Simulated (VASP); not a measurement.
# Ta (Im-3m) in VASP: further runs, part 2 of 2

VASP 6.6.1. Earlier steps stand in the parts before.

### 3 Single point, PBE (volume scaled by 0.9405)

Input file INCAR:

```
SYSTEM = Ta
PREC = Accurate ; ENCUT = 520
EDIFF = 1E-6 ; ISMEAR = -1
SIGMA = 0.08 ; LREAL = .False.
LASPH = .True. ; NELM = 100
ALGO = Normal ; ISIF = 2
LWAVE = .False. ; LCHARG = .True.
GGA = PE ; LELF = .True.
LVHAR = .True. ; NBANDS = 12
```

Input file KPOINTS:

```
Automatic mesh
0
Gamma
  17 17 17
  0 0 0
```

Input file POSCAR:

```
Ta
1.0
   -1.6178577021      1.6178577021      1.6178577021
    1.6178577021     -1.6178577021      1.6178577021
    1.6178577021      1.6178577021     -1.6178577021
Ta
1
Direct
    0.0000000000      0.0000000000      0.0000000000
```

Potentials or basis: VASP PAW PBE potentials, release 64 (Ta_pv).

On the command line:

```console
$ cat potpaw_PBE.64/Ta_pv/POTCAR > POTCAR
$ mpirun -np 1 vasp_std > vasp.out
```

OUTCAR:

```text
SYSTEM = Ta
   PREC = Accurate
   ENCUT = 520
   EDIFF = 1E-6
   ISMEAR = -1
   LREAL = .False.
   LASPH = .True.
   NELM = 100
   ISIF = 2
   GGA = PE

 ion  position               nearest neighbor table
   1  0.000  0.000  0.000-

  LATTYP: Found a body centered cubic cell.
 ALAT       =     3.2357154042

  Lattice vectors:

 A1 = (  -1.6178577021,   1.6178577021,   1.6178577021)
 A2 = (   1.6178577021,  -1.6178577021,   1.6178577021)
 A3 = (   1.6178577021,   1.6178577021,  -1.6178577021)

Analysis of symmetry for initial positions (statically):
=====================================================================
 Subroutine PRICEL returns:
 Original cell was already a primitive cell.

 Routine SETGRP: Setting up the symmetry group for a
 body centered cubic supercell.

 Subroutine GETGRP returns: Found 48 space group operations
[... 9 lines left out ...]

 Routine SETGRP: Setting up the symmetry group for a
 body centered cubic supercell.

 Subroutine GETGRP returns: Found 48 space group operations
[... 11 lines left out ...]
                                     Primitive cell

  volume of cell :      16.9387

  direct lattice vectors                    reciprocal lattice vectors
    -1.617857702  1.617857702  1.617857702     0.000000000  0.309050666  0.309050666
     1.617857702 -1.617857702  1.617857702     0.309050666  0.000000000  0.309050666
     1.617857702  1.617857702 -1.617857702     0.309050666  0.309050666  0.000000000

  length of vectors
     2.802211739  2.802211739  2.802211739     0.437063643  0.437063643  0.437063643

  position of ions in fractional coordinates (direct lattice)
     0.000000000  0.000000000  0.000000000

  ion indices of the primitive-cell ions
   primitive index   ion index
                 1           1

----------------------------------------------------------------------------------------

 KPOINTS: Automatic mesh

Automatic generation of k-mesh.
 Grid dimensions read from file:
 generate k-points for:   17   17   17

 Generating k-lattice:

  Cartesian coordinates                     Fractional coordinates (reciprocal lattice)
     0.000000000  0.018179451  0.018179451     0.058823529  0.000000000  0.000000000
     0.018179451  0.000000000  0.018179451     0.000000000  0.058823529  0.000000000
     0.018179451  0.018179451  0.000000000     0.000000000  0.000000000  0.058823529

  Length of vectors
     0.025709626  0.025709626  0.025709626

  Shift w.r.t. Gamma in fractional coordinates (k-lattice)
     0.000000000  0.000000000  0.000000000

 Subroutine IBZKPT returns following result:
 ===========================================

 Found    165 irreducible k-points:

 Following reciprocal coordinates:
            Coordinates               Weight
  0.000000  0.000000  0.000000      1.000000
  0.058824  0.000000  0.000000     12.000000
  0.117647  0.000000  0.000000     12.000000
  0.176471  0.000000  0.000000     12.000000
  0.235294  0.000000  0.000000     12.000000
  0.294118  0.000000  0.000000     12.000000
[... 16 lines left out ...]
  0.411765  0.117647  0.000000     48.000000
  0.176471  0.176471  0.000000     24.000000
 [... further k-points ...]
   k-points           NKPTS =    165   k-points in BZ     NKDIM =    165   number of bands    NBANDS=     12
   number of dos      NEDOS =    301   number of ions     NIONS =      1
   total plane-waves  NPLWV =  13824
   dimension x,y,z NGX =    24 NGY =   24 NGZ =   24
   dimension x,y,z NGXF=    48 NGYF=   48 NGZF=   48
   ions per type =               1
   NGX,Y,Z   is equivalent  to a cutoff of  14.24, 14.24, 14.24 a.u.
   NGXF,Y,Z  is equivalent  to a cutoff of  28.48, 28.48, 28.48 a.u.
 SYSTEM =  Ta
   PREC   = accura    normal or accurate (medium, high low for compatibility)
   ISTART =      0    job   : 0-new  1-cont  2-samecut
   ICHARG =      2    charge: 1-file 2-atom 10-const
   ISPIN  =      1    spin polarized calculation?
   LNONCOLLINEAR =      F non collinear calculations
   LSORBIT =      F    spin-orbit coupling
   LASPH  =      T    aspherical Exc in radial PAW
   ENCUT  =  520.0 eV  38.22 Ry    6.18 a.u.   5.21  5.21  5.21*2*pi/ulx,y,z
   NELM   =    100;   NELMIN=  2; NELMDL= -5     # of ELM steps
   EDIFF  = 0.1E-05   stopping-criterion for ELM
   LREAL  =      F    real-space projection
   EDIFFG = 0.1E-04   stopping-criterion for IOM
   NSW    =      0    number of steps for IOM
   IBRION =     -1    ionic relax: 0-MD 1-quasi-New 2-CG
   NFREE  =      0    steps in history (QN), initial steepest desc. (CG)
   ISIF   =      2    stress and relaxation
   ISYM   =      2    0-nonsym 1-usesym 2-fastsym
   POTIM  = 0.5000    time-step for ionic-motion
   TEBEG  =    0.0;   TEEND  =   0.0 temperature during run
   PSTRESS=    0.0 pullay stress
   NELECT =      11.0000    total number of electrons
   NUPDOWN=      -1.0000    fix difference up-down
   EMIN   =  10.00;   EMAX   =-10.00  energy-range for DOS
   EFERMI =   0.00;   METHOD = LEGACY
   ISMEAR =    -1;   SIGMA  =   0.08  broadening in eV -4-tet -1-fermi 0-gaus
   EFERMI_NEDOS =   21; number of points for ismear=-14 and -15
   IALGO  =     38    algorithm
   IMIX   =      4    mixing-type and parameters
     AMIX     =   0.40;   BMIX     =  1.00
     AMIX_MAG =   1.60;   BMIX_MAG =  1.00
  volume/ion in A,a.u.               =      16.94       114.31
  Fermi-wavevector in a.u.,A,eV,Ry     =   1.417682  2.679030 27.345281  2.009821
  Thomas-Fermi vector in A             =   2.538886
   LORBIT       =      0    0 simple, 1 ext, 2 COOP (PROOUT), +10 PAW based schemes
   GGA     = PE    functional components
   LHFCALC =     F    Hartree Fock is set to
   AEXX    =    0.0000 exact exchange contribution
   IVDW    =     0    specifies the selected vdW correction
   LEPSILON=     F    determine dielectric tensor
   LRPA    =     F    only Hartree local field effects (RPA)
 non-spin polarized calculation
  energy-cutoff  :      520.00
  volume of cell :       16.94
 maximum number of plane-waves:       472
 NGX is ok and might be reduce to    24
   NGX = 11   NGY = 11   NGZ = 11

 number of electron      10.9999998 magnetization

 Free energy of the ion-electron system (eV)
  ---------------------------------------------------
  ext. energy  EPLUGINS =         0.00000000
  ---------------------------------------------------
  free energy    TOTEN  =       -11.75632240 eV

  energy without entropy =      -11.73026616  energy(sigma->0) =      -11.74329428

 E-fermi :   5.9868     XC(G=0): -12.9355

 val. band max:        5.9674564704   @ k =   0.1765   0.0588  -0.0000
 cond. band min:       5.9962950901   @ k =  -0.3529   0.4118   0.0588
 fundamental gap:      0.0288386196
 Fermi energy:         5.9867724582

 k-point     1 :       0.0000    0.0000    0.0000
  band No.  band energies     occupation
      1     -26.8279      2.00000
      2     -26.8279      2.00000
      3     -26.8279      2.00000
      4      -2.1520      2.00000
      5       6.7265      0.00019
      6       6.7265      0.00019
      7       6.7265      0.00019
      8      10.2220      0.00000
      9      10.2220      0.00000
     10      20.9046      0.00000
     11      21.2975      0.00000
     12      21.2975      0.00000

 k-point     2 :       0.0588    0.0000    0.0000
  band No.  band energies     occupation
      1     -26.8814      2.00000
      2     -26.8440      2.00000
      3     -26.8283      2.00000
      4      -1.9842      2.00000
      5       6.6155      0.00077
      6       6.6950      0.00029
      7       6.8910      0.00002
      8      10.0363      0.00000
      9      10.2210      0.00000
     10      20.9046      0.00000
     11      21.4532      0.00000
     12      21.5889      0.00000

 k-point     3 :       0.1176    0.0000    0.0000
  band No.  band energies     occupation
      1     -27.0323      2.00000
      2     -26.8899      2.00000
      3     -26.8294      2.00000
      4      -1.5028      2.00000
      5       6.3137      0.03304
      6       6.5584      0.00158
      7       7.3788      0.00000
      8       9.6717      0.00000
      9      10.2295      0.00000
     10      20.9043      0.00000
     11      21.8421      0.00000
     12      22.4296      0.00000
[... 286 lines left out ...]
 k-point    23 :       0.4118    0.1176    0.0000
  band No.  band energies     occupation
      1     -28.1898      2.00000
      2     -27.3457      2.00000
      3     -26.9089      2.00000
      4       1.8164      2.00000
      5       4.3771      2.00000
      6       6.9872      0.00001
      7       9.9575      0.00000
      8      11.5143      0.00000
      9      14.8969      0.00000
     10      18.0578      0.00000
     11      19.3384      0.00000
     12      20.9157      0.00000

 k-point    24 :       0.1765    0.1765    0.0000
  band No.  band energies     occupation
      1     -27.7574      2.00000
      2     -27.1354      2.00000
      3     -26.9246      2.00000
      4       1.2768      2.00000
      5       5.0140      1.99999
      6       5.3243      1.99949
      7       9.1813      0.00000
      8      11.0104      0.00000
      9      11.1877      0.00000
     10      20.8839      0.00000
     11      21.3536      0.00000
     12      23.4620      0.00000

 [... further k-points ...]
[... 5 lines left out ...]
  --------------------------------------------------------------------------------------
  -------------------------------------------------------------------------------------
  Total        1.8687279      1.8687279      1.8687279      0.0000000     -0.0000000      0.0000000
  in kB      176.7566270    176.7566270    176.7566270      0.0000000     -0.0000000      0.0000000
  external PRESSURE =     176.7566270 kB  Pullay stress =       0.0000000 kB

 VOLUME and BASIS-vectors are now :
 -----------------------------------------------------------------------------
  energy-cutoff  :      520.00
  volume of cell :       16.94
      direct lattice vectors                 reciprocal lattice vectors
    -1.617857702  1.617857702  1.617857702     0.000000000  0.309050666  0.309050666
     1.617857702 -1.617857702  1.617857702     0.309050666  0.000000000  0.309050666
     1.617857702  1.617857702 -1.617857702     0.309050666  0.309050666  0.000000000

 POSITION                                       TOTAL-FORCE (eV/Angst)
 -----------------------------------------------------------------------------------
      0.00000      0.00000      0.00000         0.000000     -0.000000     -0.000000
 -----------------------------------------------------------------------------------
    total drift:                               -0.000000      0.000000      0.000000

  FREE ENERGIE OF THE ION-ELECTRON SYSTEM (eV)
  ---------------------------------------------------
  free  energy   TOTEN  =       -11.7563224040 eV

  energy  without entropy=      -11.7302661609  energy(sigma->0) =      -11.74329428
```

Wall time 70 s (1 thread of AMD EPYC 7R13, shared host); peak memory 0.13 GiB.

Results:

* Free energy: -11.7563 eV
* Pressure: 17.7 GPa

Caveat: spin-orbit coupling is left out, which moves the levels of the heavy elements.
